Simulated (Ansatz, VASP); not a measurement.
**One calculation of ZnCu, two programs**

Contents of INCAR:

```
SYSTEM = ZnCu
ALGO     = Normal         ! electronic algorithm
EDIFF    = 1E-8           ! SCF threshold, eV
ENCUT    = 520            ! plane-wave cutoff, eV
GGA      = PS             ! functional
ISIF     = 2              ! what is computed and relaxed
ISMEAR   = -1             ! smearing method
LASPH    = .TRUE.         ! aspherical terms in the spheres
LCHARG   = .FALSE.        ! write CHGCAR
LEFG     = .TRUE.       
LREAL    = .FALSE.        ! projectors in reciprocal space
LWAVE    = .FALSE.        ! write WAVECAR
NBANDS   = 18             ! bands
NELM     = 80             ! most SCF steps
PREC     = Accurate       ! precision mode
SIGMA    = 0.05           ! smearing width, eV
```

Contents of KPOINTS:

```
k-points
0
G
  14 14 14
  0 0 0
```

The input POSCAR:

```
ZnCu
1.0
    2.9450000000     -0.0147250000     -0.0147250000
   -0.0147250000      2.9450000000     -0.0147250000
   -0.0147250000     -0.0147250000      2.9450000000
Zn Cu
1 1
Direct
    0.5000000000      0.5000000000      0.5000000000
    0.0000000000      0.0000000000      0.0000000000
```

Input for Ansatz:

```yaml
crystal:
  lattice:
    - [2.945, -0.014725, -0.014725]
    - [-0.014725, 2.945, -0.014725]
    - [-0.014725, -0.014725, 2.945]
  atoms:
    - { symbol: Zn, position: [0.5, 0.5, 0.5] }
    - { symbol: Cu, position: [0.0, 0.0, 0.0] }
kpoints:
  mp_grid: { grid: [14, 14, 14] }
scf:
  occupations: { method: fermi_dirac, width: 0.05 }
hamiltonian:
  xc: pbesol
  pseudopotentials: { kind: paw }
output:
  forces: true
  stress: true
  eigenvalues: true
  efg: { contact_densities: true }
```

Change from the starting cell: equal xy, yz and zx shear strains of -1 %, PAW files.

Alike in both runs: task electric field gradients; functional PBEsol; k mesh 14 × 14 × 14; occupations fermi-dirac, width 0.05 eV; no spin polarisation.

|  | VASP | Ansatz |
| --- | --- | --- |
| version | VASP 6.6.1 | Ansatz 0.2.0 |
| potentials or method | VASP PAW PBE potentials, release 64 (Zn, Cu) | PAW with Ansatz's default frozen-core files, scalar-relativistic |
| plane-wave cutoff (eV) | 520 | 420 |
| valence electrons in the cell | 23 | 31 |

|  | VASP | Ansatz | Ansatz less VASP |
| --- | --- | --- | --- |
| pressure (GPa) | -4.0 | -4.7 | -0.65 |
| traceless stress, the component that is largest in VASP (GPa) | 1.01 | 1.00 | -0.006 |
| size of Vzz on the site where it differs most (V/Å²) | 2.9 | 2.1 | -0.81 |

VASP's potentials were made for PBE, not for PBEsol. With one functional, cell and mesh, what is left measures potentials, basis and numerics. VASP's potentials hold 23 valence electrons a cell and Ansatz's 31, so a difference there can come from the potentials and not from the codes.
